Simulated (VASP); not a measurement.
# Al2O3 (Pnnm) in VASP: further runs

The runs below take Al2O3 through single point, with r2SCAN.

All numbers are computed with VASP 6.6.1; they aren't measurements. Logs are shortened: lines on timing, memory, paths and dates and some standing lists are left out, and cuts for length are marked.

## (1) The cell of the first run

The structure is orthorhombic, space group Pnnm (No. 58). Conventional cell: a = 4.629 Å, b = 9.609 Å, c = 2.995 Å, α = 90.00°, β = 90.00°, γ = 90.00°. Al (site symmetry m) has 4 O at 1.67 to 1.80 Å within 2.2 Å. O (site symmetry m) has 3 Al at 1.79 to 1.80 Å within 2.4 Å. O (site symmetry 2/m) has 2 Al at 1.67 Å within 2.2 Å.

## (2) Single point, r2SCAN

POSCAR reads:

```
Al2O3
1.0
    4.6289547859      0.0000000000      0.0000000000
    0.0000000000      9.6087998337      0.0000000000
    0.0000000000      0.0000000000      2.9954281795
Al O
4 6
Direct
    0.4149577058      0.3307998776      0.5000000000
    0.5850422942      0.6692001224      0.5000000000
   -0.0850422942      0.1692001224      0.0000000000
    1.0850422942      0.8307998776      0.0000000000
    0.7326464930      0.2226010495      0.5000000000
    0.0000000000      0.0000000000      0.0000000000
    0.7673535070      0.7226010495      0.0000000000
    0.2326464930      0.2773989505      0.0000000000
    0.2673535070      0.7773989505      0.5000000000
    0.5000000000      0.5000000000      0.5000000000
```

INCAR.step1 reads:

```
ALGO = Normal ; EDIFF = 1E-4
ENCUT = 520 ; GGA = PE
ISMEAR = 0 ; LASPH = T
LCHARG = F ; LREAL = F
LWAVE = T ; NBANDS = 35
NELM = 100 ; PREC = Accurate
SIGMA = 0.02
```

INCAR.step2 reads:

```
ALGO = Normal ; EDIFF = 1E-6
ENCUT = 520 ; ISIF = 2
ISMEAR = 0 ; ISTART = 1
LASPH = T ; LCHARG = T
LELF = T ; LMIXTAU = T
LREAL = F ; LVHAR = T
LWAVE = F ; METAGGA = R2SCAN
NBANDS = 35 ; NELM = 100
PREC = Accurate ; SIGMA = 0.02
```

KPOINTS reads:

```
k-points
0
Gamma
  6 4 8
```

Potentials or basis: VASP PAW PBE potentials, release 64 (Al, O).

Run with:

```
$ cat potpaw_PBE.64/Al/POTCAR potpaw_PBE.64/O/POTCAR > POTCAR
$ cp INCAR.step1 INCAR
$ mpirun -np 1 vasp_std > vasp.out
$ cp INCAR.step2 INCAR
$ mpirun -np 1 vasp_std > vasp.out
```

OUTCAR:

```text
EDIFF = 1E-6
   ENCUT = 520
   ISIF = 2
   ISMEAR = 0
   ISTART = 1
   LASPH = T
   LREAL = F
   METAGGA = R2SCAN
   NELM = 100
   PREC = Accurate

 ion  position               nearest neighbor table
   1  0.415  0.331  0.500-  10 1.67   8 1.79   8 1.79   5 1.80   3 3.16   3 3.16   3 3.16   3 3.16
                             2 3.35
   2  0.585  0.669  0.500-  10 1.67   7 1.79   7 1.79   9 1.80   4 3.16   4 3.16   4 3.16   4 3.16
                             1 3.35
   3  0.915  0.169  0.000-   6 1.67   5 1.79   5 1.79   8 1.80   1 3.16   1 3.16   1 3.16   1 3.16
                             4 3.35
   4  0.085  0.831  0.000-   6 1.67   9 1.79   9 1.79   7 1.80   2 3.16   2 3.16   2 3.16   2 3.16
                             3 3.35
   5  0.733  0.223  0.500-   3 1.79   3 1.79   1 1.80
   6  0.000  0.000  0.000-   3 1.67   4 1.67
   7  0.767  0.723  0.000-   2 1.79   2 1.79   4 1.80
   8  0.233  0.277  0.000-   1 1.79   1 1.79   3 1.80
   9  0.267  0.777  0.500-   4 1.79   4 1.79   2 1.80
  10  0.500  0.500  0.500-   1 1.67   2 1.67

  LATTYP: Found a simple orthorhombic cell.
 ALAT       =     2.9954281795
 B/A-ratio  =     1.5453399342
 C/A-ratio  =     3.2078218064

  Lattice vectors:

 A1 = (   0.0000000000,   0.0000000000,   2.9954281795)
 A2 = (   4.6289547859,   0.0000000000,   0.0000000000)
 A3 = (   0.0000000000,   9.6087998337,   0.0000000000)

Analysis of symmetry for initial positions (statically):
=====================================================================
 Subroutine PRICEL returns:
 Original cell was already a primitive cell.

 Routine SETGRP: Setting up the symmetry group for a
 simple orthorhombic supercell.

 Subroutine GETGRP returns: Found  8 space group operations
 (whereof  4 operations were pure point group operations)
 out of a pool of  8 trial point group operations.

The static configuration has the point symmetry C_2h.
 The point group associated with its full space group is D_2h.

Analysis of symmetry for dynamics (positions and initial velocities):
=====================================================================
 Subroutine PRICEL returns:
 Original cell was already a primitive cell.

 Routine SETGRP: Setting up the symmetry group for a
 simple orthorhombic supercell.

 Subroutine GETGRP returns: Found  8 space group operations
 (whereof  4 operations were pure point group operations)
 out of a pool of  8 trial point group operations.

The dynamic configuration has the point symmetry C_2h.
 The point group associated with its full space group is D_2h.

 Subroutine INISYM returns: Found  8 space group operations
 (whereof  4 operations are pure point group operations),
 and found     1 'primitive' translations

----------------------------------------------------------------------------------------

                                     Primitive cell

  volume of cell :     133.2328

  direct lattice vectors                    reciprocal lattice vectors
     4.628954786  0.000000000  0.000000000     0.216031490  0.000000000  0.000000000
     0.000000000  9.608799834  0.000000000     0.000000000  0.104071270  0.000000000
     0.000000000  0.000000000  2.995428180     0.000000000  0.000000000  0.333842089

  length of vectors
     4.628954786  9.608799834  2.995428180     0.216031490  0.104071270  0.333842089

  position of ions in fractional coordinates (direct lattice)
     0.414957706  0.330799878  0.500000000
     0.585042294  0.669200122  0.500000000
     0.914957706  0.169200122  0.000000000
     0.085042294  0.830799878  0.000000000
     0.732646493  0.222601049  0.500000000
     0.000000000  0.000000000  0.000000000
     0.767353507  0.722601049  0.000000000
     0.232646493  0.277398951  0.000000000
     0.267353507  0.777398951  0.500000000
     0.500000000  0.500000000  0.500000000

  ion indices of the primitive-cell ions
   primitive index   ion index
                 1           1
                 2           2
                 3           3
                 4           4
                 5           5
                 6           6
                 7           7
                 8           8
                 9           9
                10          10

----------------------------------------------------------------------------------------

 KPOINTS: k-points

Automatic generation of k-mesh.
 Grid dimensions read from file:
 generate k-points for:    6    4    8

 Generating k-lattice:

  Cartesian coordinates                     Fractional coordinates (reciprocal lattice)
     0.036005248  0.000000000  0.000000000     0.166666667  0.000000000  0.000000000
     0.000000000  0.026017817  0.000000000     0.000000000  0.250000000  0.000000000
     0.000000000  0.000000000  0.041730261     0.000000000  0.000000000  0.125000000

  Length of vectors
     0.036005248  0.026017817  0.041730261

  Shift w.r.t. Gamma in fractional coordinates (k-lattice)
     0.000000000  0.000000000  0.000000000

 Subroutine IBZKPT returns following result:
 ===========================================

 Found     60 irreducible k-points:

 Following reciprocal coordinates:
            Coordinates               Weight
  0.000000  0.000000  0.000000      1.000000
  0.166667  0.000000  0.000000      2.000000
  0.333333  0.000000  0.000000      2.000000
  0.500000  0.000000  0.000000      1.000000
  0.000000  0.250000  0.000000      2.000000
  0.166667  0.250000  0.000000      4.000000
[... 16 lines left out ...]
  0.333333  0.500000  0.125000      4.000000
  0.500000  0.500000  0.125000      2.000000
 [... further k-points ...]
   k-points           NKPTS =     60   k-points in BZ     NKDIM =     60   number of bands    NBANDS=     35
   number of dos      NEDOS =    301   number of ions     NIONS =     10
   total plane-waves  NPLWV =  62208
   dimension x,y,z NGX =    36 NGY =   72 NGZ =   24
   dimension x,y,z NGXF=    72 NGYF=  144 NGZF=   48
   ions per type =               4   6
   NGX,Y,Z   is equivalent  to a cutoff of  12.93, 12.46, 13.32 a.u.
   NGXF,Y,Z  is equivalent  to a cutoff of  25.86, 24.91, 26.64 a.u.
 SYSTEM =  unknown system
   PREC   = accura    normal or accurate (medium, high low for compatibility)
   ISTART =      1    job   : 0-new  1-cont  2-samecut
   ICHARG =      0    charge: 1-file 2-atom 10-const
   ISPIN  =      1    spin polarized calculation?
   LNONCOLLINEAR =      F non collinear calculations
   LSORBIT =      F    spin-orbit coupling
   LASPH  =      T    aspherical Exc in radial PAW
   ENCUT  =  520.0 eV  38.22 Ry    6.18 a.u.   8.61 17.87  5.57*2*pi/ulx,y,z
   NELM   =    100;   NELMIN=  2; NELMDL=  0     # of ELM steps
   EDIFF  = 0.1E-05   stopping-criterion for ELM
   LREAL  =      F    real-space projection
[... 7 lines left out ...]
   TEBEG  =    0.0;   TEEND  =   0.0 temperature during run
   PSTRESS=    0.0 pullay stress
   NELECT =      48.0000    total number of electrons
   NUPDOWN=      -1.0000    fix difference up-down
   EMIN   =  10.00;   EMAX   =-10.00  energy-range for DOS
   EFERMI =   0.00;   METHOD = LEGACY
   ISMEAR =     0;   SIGMA  =   0.02  broadening in eV -4-tet -1-fermi 0-gaus
   EFERMI_NEDOS =   21; number of points for ismear=-14 and -15
   IALGO  =     38    algorithm
   IMIX   =      4    mixing-type and parameters
     AMIX     =   0.40;   BMIX     =  1.00
     AMIX_MAG =   1.60;   BMIX_MAG =  1.00
  volume/ion in A,a.u.               =      13.32        89.91
  Fermi-wavevector in a.u.,A,eV,Ry     =   1.164890  2.201323 18.462680  1.356969
  Thomas-Fermi vector in A             =   2.301422
   LORBIT       =      0    0 simple, 1 ext, 2 COOP (PROOUT), +10 PAW based schemes
   METAGGA = R2SCAN    functional components
   LHFCALC =     F    Hartree Fock is set to
   AEXX    =    0.0000 exact exchange contribution
   IVDW    =     0    specifies the selected vdW correction
   LEPSILON=     F    determine dielectric tensor
   LRPA    =     F    only Hartree local field effects (RPA)
 non-spin polarized calculation
 Gauss-broadening in eV      SIGMA  =   0.02
  energy-cutoff  :      520.00
  volume of cell :      133.23
 maximum number of plane-waves:      3616
 NGX is ok and might be reduce to    36
   NGX = 17   NGY = 35   NGZ = 11

 number of electron      47.9999975 magnetization

 Free energy of the ion-electron system (eV)
  ---------------------------------------------------
  ext. energy  EPLUGINS =         0.00000000
  ---------------------------------------------------
  free energy    TOTEN  =       -94.90361339 eV

  energy without entropy =      -94.90361339  energy(sigma->0) =      -94.90361339

 E-fermi :   1.9710     XC(G=0):  -9.3787

 val. band max:        1.8470301511   @ k =   0.0000   0.0000   0.0000
 cond. band min:       5.9660627645   @ k =   0.0000   0.0000   0.0000
 fundamental gap:      4.1190326134
 Fermi energy:         1.9709822876

 k-point     1 :       0.0000    0.0000    0.0000
  band No.  band energies     occupation
      1     -18.3735      2.00000
      2     -18.2987      2.00000
      3     -17.1649      2.00000
      4     -17.1484      2.00000
      5     -15.6934      2.00000
      6     -15.5661      2.00000
[... 27 lines left out ...]
     34      13.6750      0.00000
     35      14.8990      0.00000

 k-point     2 :       0.1667    0.0000    0.0000
  band No.  band energies     occupation
      1     -18.3033      2.00000
      2     -18.2303      2.00000
      3     -17.2608      2.00000
      4     -17.2358      2.00000
      5     -15.6789      2.00000
      6     -15.5707      2.00000
[... 27 lines left out ...]
     34      13.2517      0.00000
     35      14.5945      0.00000
[... 796 lines left out ...]
     34      13.6585      0.00000
     35      14.2944      0.00000

 k-point    24 :       0.5000    0.5000    0.1250
  band No.  band energies     occupation
      1     -17.7524      2.00000
      2     -17.7524      2.00000
      3     -17.7040      2.00000
      4     -17.7040      2.00000
      5     -15.5772      2.00000
      6     -15.5772      2.00000
[... 27 lines left out ...]
     34      13.6546      0.00000
     35      13.9586      0.00000

 [... further k-points ...]
[... 5 lines left out ...]
  --------------------------------------------------------------------------------------
  -------------------------------------------------------------------------------------
  Total       -0.1839865      0.2282114     -0.1788279      0.0000000      0.0000000      0.0000000
  in kB       -2.2125112      2.7443334     -2.1504776      0.0000000      0.0000000      0.0000000
  external PRESSURE =      -0.5395518 kB  Pullay stress =       0.0000000 kB

 VOLUME and BASIS-vectors are now :
 -----------------------------------------------------------------------------
  energy-cutoff  :      520.00
  volume of cell :      133.23
      direct lattice vectors                 reciprocal lattice vectors
     4.628954786  0.000000000  0.000000000     0.216031490  0.000000000  0.000000000
     0.000000000  9.608799834  0.000000000     0.000000000  0.104071270  0.000000000
     0.000000000  0.000000000  2.995428180     0.000000000  0.000000000  0.333842089

 POSITION                                       TOTAL-FORCE (eV/Angst)
 -----------------------------------------------------------------------------------
      1.92082      3.17859      1.49771        -0.008356     -0.059425      0.000000
      2.70813      6.43021      1.49771         0.008356      0.059425      0.000000
      4.23530      1.62581      0.00000        -0.008356      0.059425      0.000000
      0.39366      7.98299      0.00000         0.008356     -0.059425      0.000000
      3.39139      2.13893      1.49771        -0.004745      0.006067      0.000000
      0.00000      0.00000      0.00000         0.000000      0.000000      0.000000
      3.55204      6.94333      0.00000         0.004745      0.006067      0.000000
      1.07691      2.66547      0.00000        -0.004745     -0.006067      0.000000
      1.23757      7.46987      1.49771         0.004745     -0.006067      0.000000
      2.31448      4.80440      1.49771         0.000000      0.000000      0.000000
 -----------------------------------------------------------------------------------
    total drift:                               -0.000000      0.000000      0.000000

  FREE ENERGIE OF THE ION-ELECTRON SYSTEM (eV)
  ---------------------------------------------------
  free  energy   TOTEN  =       -94.9036133882 eV

  energy  without entropy=      -94.9036133882  energy(sigma->0) =      -94.90361339
```

Run time: 9.5 min. Hardware: 1 thread of AMD EPYC 9R45 (Zen 5), shared host; peak memory 0.34 GiB.

What came out:

| Item | Value |
| --- | --- |
| Free energy | -94.9036 eV |
| Pressure | -0.1 GPa |
| Largest force | 0.060 eV/Å |
| Band gap on the k mesh | 4.12 eV, direct |

Forces in eV/Å, atoms in the order of the input:
```
Al  -0.008 -0.059  0.000
Al   0.008  0.059  0.000
Al  -0.008  0.059  0.000
Al   0.008 -0.059  0.000
O   -0.005  0.006  0.000
O    0.000  0.000  0.000
O    0.005  0.006  0.000
O   -0.005 -0.006  0.000
O    0.005 -0.006  0.000
O    0.000  0.000  0.000
```

Stress tensor (GPa, compression positive):
```
-0.22  0.00  0.00
 0.00  0.27  0.00
 0.00  0.00 -0.22
```

Caveat: the PAW data sets were made with another functional, which shifts forces and pressure a little. r2SCAN opens gaps a little over a GGA but as a rule still falls short of measured ones.

## (3) Single point, r2SCAN

Changes to POSCAR since step 2:

```diff
@@ -10,4 +10,4 @@
     0.5850422942      0.6692001224      0.5000000000
-   -0.0850422942      0.1692001224      0.0000000000
-    1.0850422942      0.8307998776      0.0000000000
+    0.9149577058      0.1692001224      0.0000000000
+    0.0850422942      0.8307998776      0.0000000000
     0.7326464930      0.2226010495      0.5000000000
```

INCAR.step1 reads:

```
SYSTEM = Al2O3
  PREC = Accurate
  ENCUT = 520
  ISMEAR = 0
  SIGMA = 0.05
  LREAL = .FALSE.
  LASPH = .TRUE.
  NELM = 60
  NBANDS = 35
  GGA = PE
  ALGO = Normal
  EDIFF = 1E-4
  LWAVE = .TRUE.
  LCHARG = .FALSE.
```

INCAR.step2 reads:

```
SYSTEM = Al2O3
  PREC = Accurate
  ENCUT = 520
  EDIFF = 1E-6
  ISMEAR = 0
  SIGMA = 0.05
  LREAL = .FALSE.
  LASPH = .TRUE.
  NELM = 60
  ALGO = Normal
  ISIF = 2
  LWAVE = .FALSE.
  LCHARG = .FALSE.
  METAGGA = R2SCAN
  LMIXTAU = .TRUE.
  NBANDS = 35
  ISTART = 1
```

KPOINTS reads:

```
regular mesh
0
G
  6 4 8
  0 0 0
```

Potentials or basis: VASP PAW PBE potentials, release 64 (Al, O).

Run with:

```
$ cat potpaw_PBE.64/Al/POTCAR potpaw_PBE.64/O/POTCAR > POTCAR
$ cp INCAR.step1 INCAR
$ mpirun -np 1 vasp_std > vasp.out
$ cp INCAR.step2 INCAR
$ mpirun -np 1 vasp_std > vasp.out
```

Run time: 9.7 min. Hardware: 1 thread of AMD EPYC 9R45 (Zen 5), shared host; peak memory 0.34 GiB.

The run converged. Its results:

* Free energy: -94.9036 eV
* Pressure: -0.1 GPa
* Largest force: 0.060 eV/Å
* Band gap on the k mesh: 4.12 eV, direct

Forces in eV/Å, atoms in the order of the input:
```
Al  -0.008 -0.059  0.000
Al   0.008  0.059  0.000
Al  -0.008  0.059  0.000
Al   0.008 -0.059  0.000
O   -0.005  0.006  0.000
O    0.000  0.000  0.000
O    0.005  0.006  0.000
O   -0.005 -0.006  0.000
O    0.005 -0.006  0.000
O    0.000  0.000  0.000
```

Stress tensor (GPa, compression positive):
```
-0.22  0.00  0.00
 0.00  0.27  0.00
 0.00  0.00 -0.22
```

Levels at points of the mesh, in eV from the valence-band top:
```
           k point  band 20  band 21  band 22  band 23  band 24  band 25  band 26  band 27  band 28  band 29
(0.00, 0.00, 0.00)    -1.82    -1.34    -0.58    -0.06     0.00     4.12     6.00     6.91     7.20     7.78
(0.50, 0.00, 0.00)    -2.58    -1.08    -1.08    -0.02    -0.02     6.64     6.64     7.47     7.47     8.23
(0.00, 0.50, 0.00)    -2.02    -0.91    -0.91    -0.03    -0.03     4.83     4.83     7.45     7.45     8.13
(0.50, 0.50, 0.00)    -2.89    -1.00    -1.00    -0.02    -0.02     6.70     6.70     7.09     7.09     9.17
(0.00, 0.00, 0.50)    -2.57    -1.54    -1.54    -0.75    -0.75     7.75     7.75     8.22     8.22     8.95
(0.50, 0.00, 0.50)    -2.30    -1.65    -1.65    -0.78    -0.78     7.74     7.74     9.10     9.10     9.32
(0.00, 0.50, 0.50)    -2.56    -1.66    -1.66    -0.66    -0.66     7.57     7.57     8.62     8.62     8.72
(0.50, 0.50, 0.50)    -2.20    -1.63    -1.63    -0.85    -0.85     7.89     7.89     9.01     9.01     9.07
```

Caveat: the PAW data sets were made with another functional, which shifts forces and pressure a little. r2SCAN opens gaps a little over a GGA but as a rule still falls short of measured ones.

## (4) Single point, r2SCAN

POSCAR reads:

```
Al2O3
1.0
    0.0000000000      0.0000000000     -2.9954281823
   -4.6289548234      0.0000000000      0.0000000000
    0.0000000000      9.6087998631      0.0000000000
Al O
4 6
Direct
    0.5000000000      0.5850422749      0.3307998761
    0.5000000000      0.4149577251      0.6692001239
    0.0000000000      0.0850422749      0.1692001239
    0.0000000000      0.9149577251      0.8307998761
    0.5000000000      0.2673534819      0.2226010545
    0.0000000000      0.0000000000      0.0000000000
    0.0000000000      0.2326465181      0.7226010545
    0.0000000000      0.7673534819      0.2773989455
    0.5000000000      0.7326465181      0.7773989455
    0.5000000000      0.5000000000      0.5000000000
```

INCAR.step1 reads:

```
PREC = Accurate
ENCUT = 520
ISMEAR = 0
SIGMA = 0.05
LREAL = F
LASPH = T
NELM = 80
NBANDS = 35
GGA = PE
ALGO = Normal
EDIFF = 1E-4
LWAVE = T
LCHARG = F
```

INCAR.step2 reads:

```
PREC = Accurate
ENCUT = 520
EDIFF = 1E-6
ISMEAR = 0
SIGMA = 0.05
LREAL = F
LASPH = T
NELM = 80
ALGO = Normal
ISIF = 2
LWAVE = F
LCHARG = F
METAGGA = R2SCAN
LMIXTAU = T
NBANDS = 35
ISTART = 1
```

KPOINTS reads:

```
Automatic mesh
0
Gamma
  7 5 3
```

Run with:

```
$ cat potpaw_PBE.64/Al/POTCAR potpaw_PBE.64/O/POTCAR > POTCAR
$ cp INCAR.step1 INCAR
$ mpirun -np 1 vasp_std > vasp.out
$ cp INCAR.step2 INCAR
$ mpirun -np 1 vasp_std > vasp.out
```

Run time: 4.7 min. Hardware: 1 thread of Intel Xeon 6975P-C, shared host; peak memory 0.29 GiB.

Results (log left out):

- Free energy: -94.9035 eV
- Pressure: -0.1 GPa
- Largest force: 0.060 eV/Å
- Band gap on the k mesh: 4.12 eV, direct

Forces on the atoms (eV/Å):
```
Al  -0.008 -0.059  0.000
Al   0.008  0.059  0.000
Al  -0.008  0.059  0.000
Al   0.008 -0.059  0.000
O   -0.005  0.006  0.000
O    0.000  0.000  0.000
O    0.005  0.006  0.000
O   -0.005 -0.006  0.000
O    0.005 -0.006  0.000
O    0.000  0.000  0.000
```

Stress tensor (GPa, compression positive):
```
-0.22  0.00  0.00
 0.00  0.27  0.00
 0.00  0.00 -0.21
```

Levels at points of the mesh, in eV from the valence-band top:
```csv
k point,band 21,band 22,band 23,band 24,band 25,band 26,band 27,band 28
"(0.00, 0.00, 0.00)",-1.34,-0.58,-0.06,0.00,4.12,6.00,6.91,7.20
```

Caveat: the PAW data sets were made with another functional, which shifts forces and pressure a little. r2SCAN opens gaps a little over a GGA but as a rule still falls short of measured ones.

## (5) The runs side by side

| cell | k mesh | smearing | gap on the mesh (eV) | pressure (GPa) | largest force (eV/Å) |
| --- | --- | --- | --- | --- | --- |
| a = 4.629, b = 9.609, c = 2.995 Å, 10 atoms | 6 × 4 × 8 | gaussian 0.02 eV | 4.12 | -0.1 | 0.06 |
| a = 4.629, b = 9.609, c = 2.995 Å, 10 atoms | 6 × 4 × 8 | gaussian 0.05 eV | 4.12 | -0.1 | 0.06 |
| a = 2.995, b = 4.629, c = 9.609 Å, 10 atoms | 7 × 5 × 3 | gaussian 0.05 eV | 4.12 | -0.1 | 0.06 |

Alike in all rows: task single point; level r2SCAN; potentials or basis VASP PAW PBE potentials, release 64 (Al, O); no spin polarisation; cutoff (eV) 520.

Caveats: the PAW data sets were made with another functional, which shifts forces and pressure a little.

Absolute energies hang on the potentials; compare differences alone.
